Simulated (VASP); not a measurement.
# CdS (lda) (F-43m) in VASP: notebook

CdS (lda) is run at these levels: LDA; tasks: single point.

All numbers are computed with VASP 6.6.1; they aren't measurements. Logs are shortened: lines on timing, memory, paths and dates and some standing lists are left out, and cuts for length are marked.

## Step 1: The cell of the first run

It takes space group F-43m (No. 216, cubic). The conventional cell has a = 5.886 Å, b = 5.886 Å, c = 5.886 Å, α = 90.00°, β = 90.00°, γ = 90.00°. Within 3.4 Å of Cd (site symmetry -43m) lie 4 S at 2.55 Å. S (site symmetry -43m) has 4 Cd at 2.55 Å within 3.4 Å.

## Step 2: Single point, LDA

Input file INCAR:

```
ALGO = Normal
EDIFF = 1E-6
ENCUT = 500
GGA = CA
GGA_COMPAT = False
ISIF = 2
ISMEAR = 0
LASPH = True
LCHARG = True
LELF = True
LREAL = False
LVHAR = True
LWAVE = False
NBANDS = 16
NELM = 120
PREC = Accurate
SIGMA = 0.1
```

Input file KPOINTS:

```
k-points
0
Gamma
  6 6 6
```

Input file POSCAR:

```
CdS
1.0
    0.0000000000      2.9429534600      2.9429534600
    2.9429534600      0.0000000000      2.9429534600
    2.9429534600      2.9429534600      0.0000000000
Cd S
1 1
Direct
    0.0000000000      0.0000000000      0.0000000000
    0.7500000000      0.7500000000      0.7500000000
```

Potentials or basis: VASP PAW LDA potentials, release 64 (Cd, S).

Command:

```console
$ cat potpaw_LDA.64/Cd/POTCAR potpaw_LDA.64/S/POTCAR > POTCAR
$ mpirun -np 1 vasp_std > vasp.out
```

OUTCAR:

```text
EDIFF = 1E-6
   ENCUT = 500
   GGA = CA
   ISIF = 2
   ISMEAR = 0
   LASPH = True
   LREAL = False
   NELM = 120
   PREC = Accurate

 ion  position               nearest neighbor table
   1  0.000  0.000  0.000-   2 2.55   2 2.55   2 2.55   2 2.55
   2  0.750  0.750  0.750-   1 2.55   1 2.55   1 2.55   1 2.55

  LATTYP: Found a face centered cubic cell.
 ALAT       =     5.8859069200

  Lattice vectors:

 A1 = (   0.0000000000,   2.9429534600,   2.9429534600)
 A2 = (   2.9429534600,   0.0000000000,   2.9429534600)
 A3 = (   2.9429534600,   2.9429534600,   0.0000000000)

Analysis of symmetry for initial positions (statically):
=====================================================================
 Subroutine PRICEL returns:
 Original cell was already a primitive cell.

 Routine SETGRP: Setting up the symmetry group for a
 face centered cubic supercell.

 Subroutine GETGRP returns: Found 24 space group operations
 (whereof 24 operations were pure point group operations)
 out of a pool of 48 trial point group operations.

The static configuration has the point symmetry T_d .

Analysis of symmetry for dynamics (positions and initial velocities):
=====================================================================
 Subroutine PRICEL returns:
 Original cell was already a primitive cell.

 Routine SETGRP: Setting up the symmetry group for a
 face centered cubic supercell.

 Subroutine GETGRP returns: Found 24 space group operations
 (whereof 24 operations were pure point group operations)
 out of a pool of 48 trial point group operations.

The dynamic configuration has the point symmetry T_d .

 Subroutine INISYM returns: Found 24 space group operations
 (whereof 24 operations are pure point group operations),
 and found     1 'primitive' translations

----------------------------------------------------------------------------------------

                                     Primitive cell

  volume of cell :      50.9777

  direct lattice vectors                    reciprocal lattice vectors
     0.000000000  2.942953460  2.942953460    -0.169897352  0.169897352  0.169897352
     2.942953460  0.000000000  2.942953460     0.169897352 -0.169897352  0.169897352
     2.942953460  2.942953460  0.000000000     0.169897352  0.169897352 -0.169897352

  length of vectors
     4.161964697  4.161964697  4.161964697     0.294270846  0.294270846  0.294270846

  position of ions in fractional coordinates (direct lattice)
     0.000000000  0.000000000  0.000000000
     0.750000000  0.750000000  0.750000000

  ion indices of the primitive-cell ions
   primitive index   ion index
                 1           1
                 2           2

----------------------------------------------------------------------------------------

 KPOINTS: k-points

Automatic generation of k-mesh.
 Grid dimensions read from file:
 generate k-points for:    6    6    6

 Generating k-lattice:

  Cartesian coordinates                     Fractional coordinates (reciprocal lattice)
    -0.028316225  0.028316225  0.028316225     0.166666667  0.000000000  0.000000000
     0.028316225 -0.028316225  0.028316225     0.000000000  0.166666667  0.000000000
     0.028316225  0.028316225 -0.028316225     0.000000000  0.000000000  0.166666667

  Length of vectors
     0.049045141  0.049045141  0.049045141

  Shift w.r.t. Gamma in fractional coordinates (k-lattice)
     0.000000000  0.000000000  0.000000000

 Subroutine IBZKPT returns following result:
 ===========================================

 Found     16 irreducible k-points:

 Following reciprocal coordinates:
            Coordinates               Weight
  0.000000  0.000000  0.000000      1.000000
  0.166667  0.000000  0.000000      8.000000
  0.333333  0.000000  0.000000      8.000000
  0.500000  0.000000  0.000000      4.000000
  0.166667  0.166667  0.000000      6.000000
  0.333333  0.166667  0.000000     24.000000
[... 8 lines left out ...]
 -0.333333  0.333333  0.166667     24.000000
 -0.333333  0.500000  0.166667     12.000000
   k-points           NKPTS =     16   k-points in BZ     NKDIM =     16   number of bands    NBANDS=     16
   number of dos      NEDOS =    301   number of ions     NIONS =      2
   total plane-waves  NPLWV =  27000
   dimension x,y,z NGX =    30 NGY =   30 NGZ =   30
   dimension x,y,z NGXF=    60 NGYF=   60 NGZF=   60
   ions per type =               1   1
   NGX,Y,Z   is equivalent  to a cutoff of  11.98, 11.98, 11.98 a.u.
   NGXF,Y,Z  is equivalent  to a cutoff of  23.97, 23.97, 23.97 a.u.
 SYSTEM =  unknown system
   PREC   = accura    normal or accurate (medium, high low for compatibility)
   ISTART =      0    job   : 0-new  1-cont  2-samecut
   ICHARG =      2    charge: 1-file 2-atom 10-const
   ISPIN  =      1    spin polarized calculation?
   LNONCOLLINEAR =      F non collinear calculations
   LSORBIT =      F    spin-orbit coupling
   LASPH  =      T    aspherical Exc in radial PAW
   ENCUT  =  500.0 eV  36.75 Ry    6.06 a.u.   7.59  7.59  7.59*2*pi/ulx,y,z
   NELM   =    120;   NELMIN=  2; NELMDL= -5     # of ELM steps
   EDIFF  = 0.1E-05   stopping-criterion for ELM
   LREAL  =      F    real-space projection
[... 7 lines left out ...]
   TEBEG  =    0.0;   TEEND  =   0.0 temperature during run
   PSTRESS=    0.0 pullay stress
   NELECT =      18.0000    total number of electrons
   NUPDOWN=      -1.0000    fix difference up-down
   EMIN   =  10.00;   EMAX   =-10.00  energy-range for DOS
   EFERMI =   0.00;   METHOD = LEGACY
   ISMEAR =     0;   SIGMA  =   0.10  broadening in eV -4-tet -1-fermi 0-gaus
   EFERMI_NEDOS =   21; number of points for ismear=-14 and -15
   IALGO  =     38    algorithm
   IMIX   =      4    mixing-type and parameters
     AMIX     =   0.40;   BMIX     =  1.00
     AMIX_MAG =   1.60;   BMIX_MAG =  1.00
  volume/ion in A,a.u.               =      25.49       172.01
  Fermi-wavevector in a.u.,A,eV,Ry     =   1.157104  2.186609 18.216690  1.338889
  Thomas-Fermi vector in A             =   2.293718
   LORBIT       =      0    0 simple, 1 ext, 2 COOP (PROOUT), +10 PAW based schemes
   GGA     = CA    functional components
   LHFCALC =     F    Hartree Fock is set to
   AEXX    =    0.0000 exact exchange contribution
   IVDW    =     0    specifies the selected vdW correction
   LEPSILON=     F    determine dielectric tensor
   LRPA    =     F    only Hartree local field effects (RPA)
 non-spin polarized calculation
 Gauss-broadening in eV      SIGMA  =   0.10
  energy-cutoff  :      500.00
  volume of cell :       50.98
 maximum number of plane-waves:      1308
   NGX = 15   NGY = 15   NGZ = 15

 number of electron      17.9999992 magnetization

 Free energy of the ion-electron system (eV)
  ---------------------------------------------------
  ext. energy  EPLUGINS =         0.00000000
  ---------------------------------------------------
  free energy    TOTEN  =        -7.37174002 eV

  energy without entropy =       -7.37174002  energy(sigma->0) =       -7.37174002

 E-fermi :   1.3059     XC(G=0):  -9.4632

 val. band max:        0.8971912672   @ k =   0.0000   0.0000   0.0000
 cond. band min:       1.7281606250   @ k =   0.0000   0.0000   0.0000
 fundamental gap:      0.8309693577
 Fermi energy:         1.3059264030

 k-point     1 :       0.0000    0.0000    0.0000
  band No.  band energies     occupation
      1     -11.2948      2.00000
      2      -6.7850      2.00000
      3      -6.7850      2.00000
      4      -6.7850      2.00000
      5      -6.3364      2.00000
      6      -6.3364      2.00000
[... 8 lines left out ...]
     15      12.2937      0.00000
     16      12.2937      0.00000

 k-point     2 :       0.1667    0.0000    0.0000
  band No.  band energies     occupation
      1     -11.1907      2.00000
      2      -6.7495      2.00000
      3      -6.7495      2.00000
      4      -6.6902      2.00000
      5      -6.3372      2.00000
      6      -6.3372      2.00000
[... 8 lines left out ...]
     15      11.4532      0.00000
     16      12.3249      0.00000

 k-point     3 :       0.3333    0.0000    0.0000
  band No.  band energies     occupation
      1     -10.9813      2.00000
      2      -6.6919      2.00000
      3      -6.6919      2.00000
      4      -6.3382      2.00000
      5      -6.3211      2.00000
      6      -6.3211      2.00000
[... 8 lines left out ...]
     15      11.8493      0.00000
     16      11.8493      0.00000

 k-point     4 :       0.5000    0.0000    0.0000
  band No.  band energies     occupation
      1     -10.8774      2.00000
      2      -6.6723      2.00000
      3      -6.6723      2.00000
      4      -6.3014      2.00000
      5      -6.3014      2.00000
      6      -5.9751      2.00000
[... 8 lines left out ...]
     15      13.3103      0.00000
     16      13.3103      0.00000

 k-point     5 :       0.1667    0.1667    0.0000
  band No.  band energies     occupation
      1     -11.1564      2.00000
      2      -6.7131      2.00000
      3      -6.7131      2.00000
      4      -6.7091      2.00000
      5      -6.3600      2.00000
      6      -6.3160      2.00000
[... 8 lines left out ...]
     15      12.4794      0.00000
     16      13.8141      0.00000

 k-point     6 :       0.3333    0.1667    0.0000
  band No.  band energies     occupation
      1     -10.9832      2.00000
      2      -6.6755      2.00000
      3      -6.6443      2.00000
      4      -6.4936      2.00000
      5      -6.3126      2.00000
      6      -6.2976      2.00000
[... 8 lines left out ...]
     15      12.6607      0.00000
     16      13.5312      0.00000

 k-point     7 :       0.5000    0.1667    0.0000
  band No.  band energies     occupation
      1     -10.8463      2.00000
      2      -6.6516      2.00000
      3      -6.6176      2.00000
      4      -6.3661      2.00000
      5      -6.2955      2.00000
      6      -5.9566      2.00000
[... 8 lines left out ...]
     15      13.3753      0.00000
     16      13.4492      0.00000

 k-point     8 :      -0.3333    0.1667    0.0000
  band No.  band energies     occupation
      1     -10.8801      2.00000
      2      -6.6524      2.00000
      3      -6.6414      2.00000
      4      -6.3407      2.00000
      5      -6.3350      2.00000
      6      -6.0687      2.00000
[... 8 lines left out ...]
     15      12.6280      0.00000
     16      13.6027      0.00000

 k-point     9 :      -0.1667    0.1667    0.0000
  band No.  band energies     occupation
      1     -11.0519      2.00000
      2      -6.7073      2.00000
      3      -6.6872      2.00000
      4      -6.5320      2.00000
      5      -6.3552      2.00000
      6      -6.3022      2.00000
[... 8 lines left out ...]
     15      12.0241      0.00000
     16      13.9061      0.00000

 k-point    10 :       0.3333    0.3333    0.0000
  band No.  band energies     occupation
      1     -10.8819      2.00000
      2      -6.5714      2.00000
      3      -6.5511      2.00000
      4      -6.5511      2.00000
      5      -6.2750      2.00000
      6      -6.2315      2.00000
[... 8 lines left out ...]
     15      12.9386      0.00000
     16      15.8943      0.00000

 k-point    11 :       0.5000    0.3333    0.0000
  band No.  band energies     occupation
      1     -10.7820      2.00000
      2      -6.5899      2.00000
      3      -6.5087      2.00000
      4      -6.4631      2.00000
      5      -6.2746      2.00000
      6      -5.9263      2.00000
[... 8 lines left out ...]
     15      13.5116      0.00000
     16      14.3562      0.00000

 k-point    12 :      -0.3333    0.3333    0.0000
  band No.  band energies     occupation
      1     -10.7822      2.00000
      2      -6.6164      2.00000
      3      -6.5471      2.00000
      4      -6.3857      2.00000
      5      -6.3157      2.00000
      6      -5.8073      2.00000
[... 8 lines left out ...]
     15      12.1117      0.00000
     16      15.2874      0.00000

 k-point    13 :       0.5000    0.5000    0.0000
  band No.  band energies     occupation
      1     -10.7487      2.00000
      2      -6.5841      2.00000
      3      -6.4587      2.00000
      4      -6.4587      2.00000
      5      -6.2544      2.00000
      6      -5.9124      2.00000
[... 8 lines left out ...]
     15      13.2377      0.00000
     16      14.2457      0.00000

 k-point    14 :       0.5000    0.3333    0.1667
  band No.  band energies     occupation
      1     -10.8481      2.00000
      2      -6.6088      2.00000
      3      -6.5997      2.00000
      4      -6.4270      2.00000
      5      -6.2994      2.00000
      6      -6.0553      2.00000
[... 8 lines left out ...]
     15      13.6198      0.00000
     16      13.9639      0.00000

 k-point    15 :      -0.3333    0.3333    0.1667
  band No.  band energies     occupation
      1     -10.7822      2.00000
      2      -6.6052      2.00000
      3      -6.5639      2.00000
      4      -6.3765      2.00000
      5      -6.3191      2.00000
      6      -5.8057      2.00000
[... 8 lines left out ...]
     15      13.1008      0.00000
     16      14.0598      0.00000

 k-point    16 :      -0.3333    0.5000    0.1667
  band No.  band energies     occupation
      1     -10.7500      2.00000
      2      -6.5695      2.00000
      3      -6.5325      2.00000
      4      -6.4104      2.00000
      5      -6.2968      2.00000
      6      -5.7770      2.00000
[... 8 lines left out ...]
     15      13.9255      0.00000
     16      13.9660      0.00000

------------------------ aborting loop because EDIFF is reached ----------------------------------------

  FORCE on cell =-STRESS in cart. coord.  units (eV):
  Direction    XX          YY          ZZ          XY          YZ          ZX
  --------------------------------------------------------------------------------------
  -------------------------------------------------------------------------------------
  Total       -1.1074063     -1.1074063     -1.1074063      0.0000000      0.0000000      0.0000000
  in kB      -34.8046590    -34.8046590    -34.8046590      0.0000000      0.0000000      0.0000000
  external PRESSURE =     -34.8046590 kB  Pullay stress =       0.0000000 kB

 VOLUME and BASIS-vectors are now :
 -----------------------------------------------------------------------------
  energy-cutoff  :      500.00
  volume of cell :       50.98
      direct lattice vectors                 reciprocal lattice vectors
     0.000000000  2.942953460  2.942953460    -0.169897352  0.169897352  0.169897352
     2.942953460  0.000000000  2.942953460     0.169897352 -0.169897352  0.169897352
     2.942953460  2.942953460  0.000000000     0.169897352  0.169897352 -0.169897352

 POSITION                                       TOTAL-FORCE (eV/Angst)
 -----------------------------------------------------------------------------------
      0.00000      0.00000      0.00000         0.000000      0.000000      0.000000
      4.41443      4.41443      4.41443        -0.000000     -0.000000     -0.000000
 -----------------------------------------------------------------------------------
    total drift:                               -0.000000     -0.000000      0.000000

  FREE ENERGIE OF THE ION-ELECTRON SYSTEM (eV)
  ---------------------------------------------------
  free  energy   TOTEN  =        -7.3717400244 eV

  energy  without entropy=       -7.3717400243  energy(sigma->0) =       -7.37174002
```

Run time: 16 s. Hardware: 1 thread of Intel Xeon 8259CL, shared host; peak memory 0.15 GiB.

Results:

- Free energy: -7.3717 eV
- Pressure: -3.5 GPa
- Band gap on the k mesh: 0.83 eV, direct

Levels at points of the mesh, in eV from the valence-band top:
| k point | band 5 | band 6 | band 7 | band 8 | band 9 | band 10 | band 11 | band 12 | band 13 | band 14 |
| --- | --- | --- | --- | --- | --- | --- | --- | --- | --- | --- |
| (0.00, 0.00, 0.00) | -7.23 | -7.23 | 0.00 | 0.00 | 0.00 | 0.83 | 6.36 | 6.36 | 6.36 | 10.93 |
| (0.50, 0.00, 0.00) | -7.20 | -6.87 | -4.36 | -0.73 | -0.73 | 2.74 | 6.84 | 6.84 | 7.14 | 10.67 |
| (0.50, 0.50, 0.00) | -7.15 | -6.81 | -3.94 | -1.83 | -1.83 | 3.35 | 4.13 | 8.84 | 10.38 | 10.38 |

## Step 3: Single point, LDA

This run uses another cell than the first one, of 23.85 Å³/atom, 0.936 times its volume.

Input file INCAR:

```
PREC     = Accurate       # precision mode
ENCUT    = 500            # plane-wave cutoff, eV
EDIFF    = 1E-6           # SCF threshold, eV
ISMEAR   = 0              # smearing method
SIGMA    = 0.02           # smearing width, eV
LREAL    = F              # projectors in reciprocal space
LASPH    = T              # aspherical terms in the spheres
NELM     = 120            # most SCF steps
ALGO     = Normal         # electronic algorithm
ISIF     = 2              # what is computed and relaxed
LWAVE    = F              # write WAVECAR
LCHARG   = F              # write CHGCAR
NBANDS   = 16             # bands
GGA_COMPAT= F
```

Input file KPOINTS:

```
Automatic mesh
0
Gamma
  8 8 8
```

Input file POSCAR:

```
CdS
1.0
    0.0000000000      2.8785019871      2.8785019871
    2.8785019871      0.0000000000      2.8785019871
    2.8785019871      2.8785019871      0.0000000000
Cd S
1 1
Direct
    0.0000000000      0.0000000000      0.0000000000
    0.7500000000      0.7500000000      0.7500000000
```

Potentials or basis: VASP PAW LDA potentials, release 64 (Cd, S).

Command:

```console
$ cat potpaw_LDA.64/Cd/POTCAR potpaw_LDA.64/S/POTCAR > POTCAR
$ mpirun -np 1 vasp_std > vasp.out
```

Wall time 24 s (1 thread of Intel Xeon 8259CL, shared host); peak memory 0.16 GiB.

Results (log left out):

```yaml
Free_energy: -7.4066 eV
Pressure: 0.5 GPa
Band_gap_on_the_k_mesh: 0.98 eV, direct
```

Levels at points of the mesh, in eV from the valence-band top:
```tsv
k point	band 6	band 7	band 8	band 9	band 10	band 11	band 12	band 13
(0.00, 0.00, 0.00)	-7.40	0.00	0.00	0.00	0.98	6.35	6.35	6.35
(0.50, 0.00, 0.00)	-6.98	-4.77	-0.83	-0.83	2.84	6.84	6.84	7.34
(0.50, 0.50, 0.00)	-6.91	-4.23	-2.07	-2.07	3.24	4.21	9.13	10.78
```
